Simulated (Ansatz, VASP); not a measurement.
## H: VASP beside Ansatz

INCAR

```
SYSTEM = H
  ALGO = Normal
  EDIFF = 1E-6
  ENCUT = 500
  GGA = PS
  GGA_COMPAT = .FALSE.
  ISIF = 2
  ISMEAR = 0
  LASPH = .TRUE.
  LCHARG = .FALSE.
  LREAL = .FALSE.
  LWAVE = .FALSE.
  NBANDS = 10
  NELM = 120
  PREC = Accurate
  SIGMA = 0.05
```

KPOINTS

```
k-points
0
G
  9 9 6
  0 0 0
```

POSCAR

```
H
1.0
    3.8401304226      0.0000000000      0.0000000000
   -1.9200652113      3.3256504998      0.1454972094
    0.0000000000      0.2207914428      5.0466615500
H
4
Direct
    0.3333333333      0.6666666667      0.1764958800
    0.6666666667      0.3333333333      0.6764958800
    0.6666666667      0.3333333333      0.8235041200
    0.3333333333      0.6666666667      0.3235041200
```

Input for Ansatz:

```yaml
crystal:
  lattice:
    - [3.8401304226, 0.0, 0.0]
    - [-1.9200652113, 3.3256504998, 0.1454972094]
    - [0.0, 0.2207914428, 5.04666155]
  atoms:
    - { symbol: H, position: [0.3333333333, 0.6666666667, 0.17649588] }
    - { symbol: H, position: [0.6666666667, 0.3333333333, 0.67649588] }
    - { symbol: H, position: [0.6666666667, 0.3333333333, 0.82350412] }
    - { symbol: H, position: [0.3333333333, 0.6666666667, 0.32350412] }
basis:
  ecutwfc: 420
kpoints:
  mp_grid: { grid: [9, 9, 6] }
hamiltonian:
  xc: pbesol
scf:
  occupations: { method: gaussian, width: 0.05 }
output:
  forces: true
  stress: true
  eigenvalues: true
```

Change from the starting cell: strain +0.0875 x Voigt [0, 0, 0, 1, 0, 0], atoms carried along.

Alike in both runs: task single point; functional PBEsol; k mesh 9 × 9 × 6; occupations gaussian, width 0.05 eV; no spin polarisation.

|  | VASP | Ansatz |
| --- | --- | --- |
| version | VASP 6.6.1 | Ansatz 0.2.0 |
| potentials or method | VASP PAW PBE potentials, release 64 (H), cutoff 500 eV | scalar-relativistic, plane waves, PAW |
| valence electrons in the cell | 4 | 4 |

|  | VASP | Ansatz | Ansatz less VASP |
| --- | --- | --- | --- |
| gap on the k mesh at the Fermi level (eV) | 9.32 | 9.32 | +0.002 |
| least direct gap on the mesh (eV) | 9.32 | 9.32 | +0.002 |
| pressure (GPa) | 0.5 | 0.7 | +0.18 |
| traceless stress, the component that is largest in VASP (GPa) | 1.40 | 1.42 | +0.021 |
| rms of the force components (eV/Å) | 0.336 | 0.334 | -0.0023 |

VASP's potentials were made for PBE, not for PBEsol. Atom by atom the forces differ by 0.002 eV/Å (rms over components).
